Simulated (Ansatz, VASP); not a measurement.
Re: VASP beside Ansatz

INCAR

```
PREC = Accurate
ENCUT = 500
EDIFF = 1E-6
ISMEAR = -1
SIGMA = 0.08
LREAL = F
LASPH = T
NELM = 120
ALGO = Normal
ISIF = 2
LWAVE = F
LCHARG = T
GGA = CA
LELF = T
LVHAR = T
NBANDS = 14
GGA_COMPAT = F
```

KPOINTS

```
regular mesh
0
Gamma
  18 18 18
```

File POSCAR:

```
Re
1.0
    0.0000000000      1.9304798512      1.9304798512
    1.9304798512      0.0000000000      1.9304798512
    1.9304798512      1.9304798512      0.0000000000
Re
1
Direct
    0.0000000000      0.0000000000      0.0000000000
```

Input for Ansatz:

```yaml
crystal:
  lattice:
    - [0.0, 1.93047985121, 1.93047985121]
    - [1.93047985121, 0.0, 1.93047985121]
    - [1.93047985121, 1.93047985121, 0.0]
  atoms:
    - { symbol: Re, position: [0.0, 0.0, 0.0] }
kpoints:
  mp_grid: { grid: [18, 18, 18] }
scf:
  occupations: { method: fermi_dirac, width: 0.08 }
hamiltonian:
  xc: lda
  pseudopotentials: { kind: paw }
output:
  forces: true
  stress: true
  eigenvalues: true
  eigenstates:
    nscf_kmesh: { grid: [24, 24, 24] }
    de_dk: true
    e_range: [-14, 14]
  optics:
    e_range: [0, 30]
    de: 0.2
    sigma: 0.2
    bands: { spectra_wanted_up_to: 30 }
    nscf_kmesh: { grid: [24, 24, 24] }
    drude_damping: 0.1
checkpoint:
  write: ck
  write_wavefunctions: false
```

Alike in both runs: task single point; functional LDA; k mesh 18 × 18 × 18; occupations fermi-dirac, width 0.08 eV; no spin polarisation.

|  | VASP | Ansatz |
| --- | --- | --- |
| version | VASP 6.6.1 | Ansatz 0.2.0 |
| potentials or method | VASP PAW LDA potentials, release 64 (Re_sv_GW) | PAW with Ansatz's default frozen-core files, scalar-relativistic |
| plane-wave cutoff (eV) | 500 | 420 |
| valence electrons in the cell | 15 | 15 |

```csv
,VASP,Ansatz,Ansatz less VASP
pressure (GPa),-1.1,0.0,+1.12
```

LDA's correlation is that of Perdew and Zunger in VASP and of Perdew and Wang (1992) in Ansatz. Ansatz's warnings: optics on partly filled bands.

Neither program's run includes spin-orbit coupling.
